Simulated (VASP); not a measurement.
**CdTe: single point with PBEsol**

Crystal: CdTe.

```
Cd Te
1.0
     4.65505   -0.05404    0.50192
    -0.09156    6.43219    1.54164
    -0.50040   -1.09128    4.52338
Cd Te
2 2
Direct
  0.87496 0.29957 0.58721
  0.37504 0.79958 0.08734
  0.87505 0.04952 0.08719
  0.37495 0.54951 0.58736
```

```yaml
Program: VASP 6.6.1
Task: single point
Functional: PBEsol
Potentials_or_basis: VASP PAW PBE potentials, release 64 (Cd, Te)
Cutoff: 520 eV
k_mesh: 8 × 6 × 8
Occupations: gaussian, width 0.02 eV
Spin: no spin polarisation
Dipole_correction: no
Further_INCAR_settings: ALGO = Normal; EDIFF = 1e-06; NBANDS = 26
```

* Pressure: -2.0 GPa
* Band gap on the k mesh: 0.48 eV

Levels at points of the mesh, in eV from the valence-band top:
| k point | band 16 | band 17 | band 18 | band 19 | band 20 | band 21 |
| --- | --- | --- | --- | --- | --- | --- |
| (0.00, 0.00, 0.00) | 0.00 | 0.00 | 0.00 | 0.48 | 2.60 | 2.62 |
| (0.50, 0.00, 0.00) | -1.95 | -0.72 | -0.72 | 2.95 | 2.95 | 5.11 |
| (0.00, 0.50, 0.00) | -0.98 | -0.97 | -0.97 | 2.77 | 2.77 | 3.28 |
| (0.50, 0.50, 0.00) | -0.70 | -0.69 | -0.69 | 1.67 | 1.67 | 5.15 |
| (0.00, 0.00, 0.50) | -1.95 | -0.73 | -0.73 | 2.94 | 2.94 | 5.11 |
| (0.50, 0.00, 0.50) | -1.68 | -1.68 | -1.68 | 2.60 | 2.60 | 2.63 |
| (0.00, 0.50, 0.50) | -0.70 | -0.69 | -0.69 | 1.67 | 1.67 | 5.15 |
| (0.50, 0.50, 0.50) | -2.11 | -1.98 | -1.98 | 4.00 | 4.00 | 4.60 |

Wall time 14 min on 1 thread of Intel Xeon 8259CL, on a shared host, peak memory 0.73 GiB.

Caveat: semilocal functionals underestimate gaps, and a narrow one can read as zero; the PAW data sets were made with another functional, which shifts forces and pressure a little; spin-orbit coupling is left out, which moves the levels of the heavy elements.
